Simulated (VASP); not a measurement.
# AlN in VASP: notebook, part 2 of 3

VASP 6.6.1.

## 3. G0W0 quasiparticle levels, PBE

This run uses another cell than the first one, of 7.93 Å³/atom.

POSCAR reads:

```
AlN
1.0
    0.0307724523      2.0092635354      2.0092635354
    2.0092635354      0.0307724523      2.0092635354
    2.0092635354      2.0092635354      0.0307724523
Al N
1 1
Direct
    0.0000000000      0.0000000000      0.0000000000
    0.5000000000      0.5000000000      0.5000000000
```

INCAR.step1 reads:

```
SYSTEM = AlN
PREC = Accurate
ENCUT = 500
EDIFF = 1E-8
ISMEAR = 0
SIGMA = 0.01
LREAL = .False.
LASPH = .True.
NELM = 60
ALGO = Normal
LWAVE = .True.
LCHARG = .False.
GGA = PE
```

INCAR.step2 reads:

```
SYSTEM = AlN
PREC = Accurate
ENCUT = 500
EDIFF = 1E-8
ISMEAR = 0
SIGMA = 0.01
LREAL = .False.
LASPH = .True.
NELM = 1
ALGO = Exact
LWAVE = .True.
LCHARG = .False.
GGA = PE
NBANDS = 70
LOPTICS = .True.
ISTART = 1
```

INCAR.step3 reads:

```
SYSTEM = AlN
PREC = Accurate
ENCUT = 500
EDIFF = 1E-8
ISMEAR = 0
SIGMA = 0.01
LREAL = .False.
LASPH = .True.
ALGO = EVGW0
LWAVE = .False.
LCHARG = .False.
GGA = PE
NELMGW = 1
NBANDS = 70
ENCUTGW = 150.0
NOMEGA = 96
PRECFOCK = Fast
ISTART = 1
NBANDSGW = 12
OMEGAMAX = 20
```

KPOINTS reads:

```
regular mesh
0
Gamma
  6 6 6
  0 0 0
```

Potentials or basis: VASP PAW PBE potentials, release 64 (Al_GW, N_GW).

Command:

```console
cat potpaw_PBE.64/Al_GW/POTCAR potpaw_PBE.64/N_GW/POTCAR > POTCAR
cp INCAR.step1 INCAR
mpirun -np 1 vasp_std > vasp.out
cp INCAR.step2 INCAR
mpirun -np 1 vasp_std > vasp.out
cp INCAR.step3 INCAR
mpirun -np 1 vasp_std > vasp.out
```

OUTCAR:

```text
SYSTEM = AlN
   PREC = Accurate
   ENCUT = 500
   EDIFF = 1E-8
   ISMEAR = 0
   LREAL = .False.
   LASPH = .True.
   GGA = PE
   NELMGW = 1
   ENCUTGW = 150.0
   PRECFOCK = Fast
   ISTART = 1

 ion  position               nearest neighbor table
   1  0.000  0.000  0.000-   2 1.99   2 1.99   2 1.99   2 1.99   2 1.99   2 1.99
   2  0.500  0.500  0.500-   1 1.99   1 1.99   1 1.99   1 1.99   1 1.99   1 1.99

  LATTYP: Found a trigonal (rhomboedric) cell.
 ALAT       =     2.8416943631
 COS(alpha) =     0.5152548607

  Lattice vectors:

 A1 = (   0.0307724523,   2.0092635354,   2.0092635354)
 A2 = (   2.0092635354,   0.0307724523,   2.0092635354)
 A3 = (   2.0092635354,   2.0092635354,   0.0307724523)

Analysis of symmetry for initial positions (statically):
=====================================================================
 Subroutine PRICEL returns:
 Original cell was already a primitive cell.

 Routine SETGRP: Setting up the symmetry group for a
 trigonal (rhombohedral) supercell.

 Subroutine GETGRP returns: Found 12 space group operations
 (whereof 12 operations were pure point group operations)
 out of a pool of 12 trial point group operations.

The static configuration has the point symmetry D_3d.

Analysis of symmetry for dynamics (positions and initial velocities):
=====================================================================
 Subroutine PRICEL returns:
 Original cell was already a primitive cell.

 Routine SETGRP: Setting up the symmetry group for a
 trigonal (rhombohedral) supercell.

 Subroutine GETGRP returns: Found 12 space group operations
 (whereof 12 operations were pure point group operations)
 out of a pool of 12 trial point group operations.

The dynamic configuration has the point symmetry D_3d.

 Subroutine INISYM returns: Found 12 space group operations
 (whereof 12 operations are pure point group operations),
 and found     1 'primitive' translations

----------------------------------------------------------------------------------------

                                     Primitive cell

  volume of cell :      15.8507

  direct lattice vectors                    reciprocal lattice vectors
     0.030772452  2.009263535  2.009263535    -0.254638360  0.250797327  0.250797327
     2.009263535  0.030772452  2.009263535     0.250797327 -0.254638360  0.250797327
     2.009263535  2.009263535  0.030772452     0.250797327  0.250797327 -0.254638360

  length of vectors
     2.841694363  2.841694363  2.841694363     0.436622598  0.436622598  0.436622598

  position of ions in fractional coordinates (direct lattice)
     0.000000000  0.000000000  0.000000000
     0.500000000  0.500000000  0.500000000

  ion indices of the primitive-cell ions
   primitive index   ion index
                 1           1
[... 23 lines left out ...]
 Subroutine IBZKPT returns following result:
 ===========================================

 Found     32 irreducible k-points:

 Following reciprocal coordinates:
            Coordinates               Weight
  0.000000  0.000000  0.000000      1.000000
  0.166667 -0.000000 -0.000000      6.000000
  0.333333 -0.000000  0.000000      6.000000
  0.500000 -0.000000 -0.000000      3.000000
  0.166667  0.166667 -0.000000      6.000000
  0.333333  0.166667 -0.000000     12.000000
[... 16 lines left out ...]
  0.500000  0.500000  0.166667      6.000000
 -0.333333  0.500000  0.166667     12.000000
 [... further k-points ...]
   k-points           NKPTS =     32   k-points in BZ     NKDIM =    216   number of bands    NBANDS=     70
   number of dos      NEDOS =    301   number of ions     NIONS =      2
   total plane-waves  NPLWV =  13824
   dimension x,y,z NGX =    24 NGY =   24 NGZ =   24
   dimension x,y,z NGXF=    48 NGYF=   48 NGZF=   48
   ions per type =               1   1
   NGX,Y,Z   is equivalent  to a cutoff of  14.04, 14.04, 14.04 a.u.
   NGXF,Y,Z  is equivalent  to a cutoff of  28.08, 28.08, 28.08 a.u.
 SYSTEM =  AlN
   PREC   = accura    normal or accurate (medium, high low for compatibility)
   ISTART =      1    job   : 0-new  1-cont  2-samecut
   ICHARG =      0    charge: 1-file 2-atom 10-const
   ISPIN  =      1    spin polarized calculation?
   LNONCOLLINEAR =      F non collinear calculations
   LSORBIT =      F    spin-orbit coupling
   LASPH  =      T    aspherical Exc in radial PAW
   ENCUT  =  500.0 eV  36.75 Ry    6.06 a.u.   5.18  5.18  5.18*2*pi/ulx,y,z
   NELM   =     60;   NELMIN=  2; NELMDL=  0     # of ELM steps
   EDIFF  = 0.1E-07   stopping-criterion for ELM
   LREAL  =      F    real-space projection
   EDIFFG = 0.1E-06   stopping-criterion for IOM
   NSW    =      0    number of steps for IOM
   IBRION =     -1    ionic relax: 0-MD 1-quasi-New 2-CG
   NFREE  =      0    steps in history (QN), initial steepest desc. (CG)
   ISIF   =      0    stress and relaxation
   ISYM   =      3    0-nonsym 1-usesym 2-fastsym
   POTIM  = 0.5000    time-step for ionic-motion
   TEBEG  =    0.0;   TEEND  =   0.0 temperature during run
   PSTRESS=    0.0 pullay stress
   NELECT =       8.0000    total number of electrons
   NUPDOWN=      -1.0000    fix difference up-down
   EMIN   =  10.00;   EMAX   =-10.00  energy-range for DOS
   EFERMI =   0.00;   METHOD = LEGACY
   ISMEAR =     0;   SIGMA  =   0.01  broadening in eV -4-tet -1-fermi 0-gaus
   EFERMI_NEDOS =   21; number of points for ismear=-14 and -15
   IALGO  =     38    algorithm
   IMIX   =      4    mixing-type and parameters
     AMIX     =   0.40;   BMIX     =  1.00
     AMIX_MAG =   1.60;   BMIX_MAG =  1.00
  volume/ion in A,a.u.               =       7.93        53.48
  Fermi-wavevector in a.u.,A,eV,Ry     =   1.303433  2.463132 23.115458  1.698938
  Thomas-Fermi vector in A             =   2.434436
   LORBIT       =      0    0 simple, 1 ext, 2 COOP (PROOUT), +10 PAW based schemes
   GGA     = PE    functional components
   LHFCALC =     T    Hartree Fock is set to
   PRECFOCK=fast      Normal, Fast or Accurate (Low or Medium for compatibility)
   ENCUT4O =  -1.0   cutoff for four orbital integrals eV
   NKREDX  =     1    reduce k-point grid by
   NKREDY  =     1    reduce k-point grid by
   NKREDZ  =     1    reduce k-point grid by
   AEXX    =    1.0000 exact exchange contribution
   HFSCREEN=    0.0000 screening length (either q_TF or 0.3 A-1)
   HFSCREENC=   0.0000 screening length for correlation (either q_TF or 0.3 A-1)
   ENCUTFOCK=  -1.0 apply spherical cutoff to Coloumb kernel
   IVDW    =     0    specifies the selected vdW correction
   LEPSILON=     F    determine dielectric tensor
   LRPA    =     F    only Hartree local field effects (RPA)
   LRPAFORCE           =     F    calculate RPA forces
   ENCUTGW             = 150.0    cutoff for response function in eV
   ENCUTGWSOFT         = 120.0    soft cutoff for Coulomb kernel in GW response function in eV
   ENCUTLF             =  -1.0    cutoff for local field effects
   NELMGW              =     1    number of iterations in solving QP/BSE equation
   NELMHF              =     1    number of iterations in the inner HF iteration
   NKREDLFX            =     1    NKREDLFY  =   1   NKREDLFZ  =   1
 non-spin polarized calculation
 Gauss-broadening in eV      SIGMA  =   0.01
  energy-cutoff  :      500.00
  volume of cell :       15.85
 maximum number of plane-waves:       411
 NGX is ok and might be reduce to    24
  NGX = 12; NGY = 12; NGZ = 12
   NGX = 11   NGY = 11   NGZ = 11
 maximum number of plane-waves:        72

 QP shifts <psi_nk| G(iteration)W_0 |psi_nk>: iteration 1
 for sc-GW calculations column KS-energies equals QP-energies in previous step
 and V_xc(KS)=  KS-energies - (<T + V_ion + V_H > + <T+V_H+V_ion>^1  + <V_x>^1)

 k-point   1 :       0.0000    0.0000    0.0000
  band No.  KS-energies  QP-energies   sigma(KS)   V_xc(KS)     V^pw_x(r,r')   Z            occupation Imag(sigma)

      1      -8.7682     -10.4369     -16.9586     -14.7352     -25.0813       0.7505       2.0000       1.3298
      2       8.9437       8.2091     -18.3526     -17.4352     -21.1600       0.8007       2.0000       0.0316
      3       9.2848       8.5599     -18.4897     -17.5853     -21.3391       0.8015       2.0000       0.0318
      4       9.2848       8.5599     -18.4897     -17.5853     -21.3391       0.8015       2.0000       0.0318
      5      15.4319      16.5331     -13.4715     -14.8208      -8.9570       0.8162       0.0000      -0.0479
      6      21.0263      21.9175      -9.8389     -10.9140      -4.7407       0.8289       0.0000      -0.0573
      7      21.7075      22.6060      -9.8038     -10.8922      -4.6180       0.8255       0.0000      -0.0609
      8      21.7075      22.6060      -9.8038     -10.8922      -4.6180       0.8255       0.0000      -0.0609
      9      26.6644      26.9935      -9.3949      -9.8280      -2.7712       0.7598       0.0000      -0.2517
     10      27.2626      28.4309     -10.2930     -11.7346      -4.5974       0.8104       0.0000      -0.1461
     11      27.2626      28.4309     -10.2930     -11.7346      -4.5974       0.8104       0.0000      -0.1461
     12      28.7104      29.7212     -10.0361     -11.3510      -2.9521       0.7687       0.0000      -0.3697
[... 356 lines left out ...]
      1      -4.1662      -5.4605     -18.7761     -17.0771     -26.4391       0.7618       2.0000       0.8255
      2       2.2878       0.9779     -15.5457     -13.8290     -19.7151       0.7630       2.0000       0.0746
      3       4.4337       3.2375     -16.0769     -14.5525     -19.6453       0.7847       2.0000       0.0502
      4       5.4168       4.3277     -16.3319     -14.9550     -19.6616       0.7910       2.0000       0.0441
      5      16.4782      17.5631     -11.4105     -12.7251      -6.8501       0.8252       0.0000      -0.0465
      6      17.6334      18.5455     -11.2352     -12.3381      -6.5240       0.8270       0.0000      -0.0507
      7      22.1351      23.4905     -13.2367     -14.9778      -7.2963       0.7785       0.0000      -0.0865
      8      23.4287      24.6279     -11.2924     -12.8233      -5.2429       0.7834       0.0000      -0.1044
      9      27.8148      29.0198     -11.8831     -13.4665      -4.7065       0.7610       0.0000      -0.3196
     10      31.3376      32.2690     -10.3210     -11.5112      -3.1996       0.7826       0.0000      -0.5300
     11      34.6522      35.9317     -11.1791     -12.7768      -4.1491       0.8008       0.0000      -0.7290
     12      37.4502      38.8005     -11.4151     -13.1241      -3.6588       0.7901       0.0000      -1.0004

 [... further k-points ...]
```

Run time: 2.2 min. Hardware: 1 thread of Intel Xeon 6975P-C (Granite Rapids), shared host; peak memory 0.34 GiB.

Results:

| Item | Value |
| --- | --- |
| Quasiparticle gap | 6.27 eV |
| Least direct quasiparticle gap | 7.97 eV |
| Band gap of the starting levels on the mesh | 4.73 eV |
| Least direct gap of the starting levels on the mesh | 6.15 eV |

Caveat: the k points lie up to 0.46 Å⁻¹ apart; the cutoff is under 1.25 times the usual one of these potentials, so pressure, stress and relaxed cells hold a basis-set (Pulay) error; bands, screening cutoff and mesh are small and nothing is extrapolated, so the quasiparticle values aren't converged; the structure was generated, so it needn't be the stable form of AlN.

(Continued in part 3 of 3.)
